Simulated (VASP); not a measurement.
Crystal: GaSb.

```xyz
2
Lattice="-2.7162 2.7162 1.5692 2.7162 -2.7162 1.5692 2.7162 2.7162 -1.5692" Properties=species:S:1:pos:R:3 pbc="T T T"
Sb    0.0000    0.0000    0.0000
Ga    0.0000    2.7162    0.7846
```

This cell differs from its parent crystal: volume scaled by 0.96.

Base run:

| Item | Value |
| --- | --- |
| Program | VASP 6.6.1 |
| Functional | PBEsol |
| Potentials or basis | VASP PAW PBE potentials, release 64 (Sb, Ga_d) |
| Cutoff | 520 eV |
| k mesh | 10 × 10 × 10 |
| Occupations | fermi-dirac, width 0.05 eV |
| Spin | no spin polarisation |

Its results: band gap on the k mesh zero (band 9 reaches 8.67 eV, above the bottom of band 10 at 4.00 eV); pressure -0.8 GPa.

Task: The run is repeated on the same cell with these changes: functional from PBEsol to LDA; potentials or basis from VASP PAW PBE potentials, release 64 (Sb, Ga_d) to VASP PAW LDA potentials, release 64 (Sb, Ga_d). What comes out?

Result: Band gap on the k mesh zero (band 9 reaches 8.63 eV, above the bottom of band 10 at 4.01 eV); pressure -2.2 GPa.

Caveats: spin-orbit coupling is left out, which moves the levels of the heavy elements; the PAW data sets were made with another functional, which shifts forces and pressure a little (some runs).
